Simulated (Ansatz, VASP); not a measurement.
One calculation of InP, two programs

Contents of INCAR:

```
SYSTEM = InP
ALGO     = Normal         ! electronic algorithm
EDIFF    = 1E-6           ! SCF threshold, eV
ENCUT    = 520            ! plane-wave cutoff, eV
GGA      = CA             ! functional
ISIF     = 2              ! what is computed and relaxed
ISMEAR   = 0              ! smearing method
LASPH    = .True.         ! aspherical terms in the spheres
LCHARG   = .False.        ! write CHGCAR
LREAL    = .False.        ! projectors in reciprocal space
LWAVE    = .False.        ! write WAVECAR
NBANDS   = 16             ! bands
NELM     = 100            ! most SCF steps
PREC     = Accurate       ! precision mode
SIGMA    = 0.05           ! smearing width, eV
```

KPOINTS

```
k-points
0
Gamma
  12 12 12
  0 0 0
```

POSCAR

```
InP
1.0
    0.0000000000      3.2597854405      2.7173936649
    2.7173936649      0.0000000000      2.7173936649
    2.7173936649      3.2597854405      0.0000000000
In P
1 1
Direct
    0.0000000000      0.0000000000      0.0000000000
    0.7500000000      0.7500000000      0.7500000000
```

Input for Ansatz:

```yaml
crystal:
  lattice:
    - [0.0, 3.2597854405, 2.7173936649]
    - [2.7173936649, 0.0, 2.7173936649]
    - [2.7173936649, 3.2597854405, 0.0]
  atoms:
    - { symbol: In, position: [0.0, 0.0, 0.0] }
    - { symbol: P, position: [0.75, 0.75, 0.75] }
basis:
  ecutwfc: 420
kpoints:
  mp_grid: { grid: [12, 12, 12] }
hamiltonian:
  xc: lda
  pseudopotentials: { kind: paw, azcp: { folder: soft_1 } }
scf:
  occupations: { method: gaussian, width: 0.05 }
output:
  forces: true
  stress: true
  eigenvalues: true
```

Alike in both runs: task single point; functional LDA; k mesh 12 × 12 × 12; occupations gaussian, width 0.05 eV; no spin polarisation.

```csv
,VASP,Ansatz
version,VASP 6.6.1,Ansatz 0.2.0
potentials or method,"VASP PAW LDA potentials, release 64 (In_d, P), cutoff 520 eV","scalar-relativistic, plane waves, PAW"
valence electrons in the cell,18,18
```

```csv
,VASP,Ansatz,Ansatz less VASP
gap on the k mesh at the Fermi level (eV),0.15,0.12,-0.032
least direct gap on the mesh (eV),0.15,0.12,-0.032
pressure (GPa),1.3,1.2,-0.01
"traceless stress, the component that is largest in VASP (GPa)",-7.32,-7.33,-0.003
```

Ansatz warns that its potentials were made for another functional, while VASP's fit it. LDA's correlation is that of Perdew and Zunger in VASP and of Perdew and Wang (1992) in Ansatz.
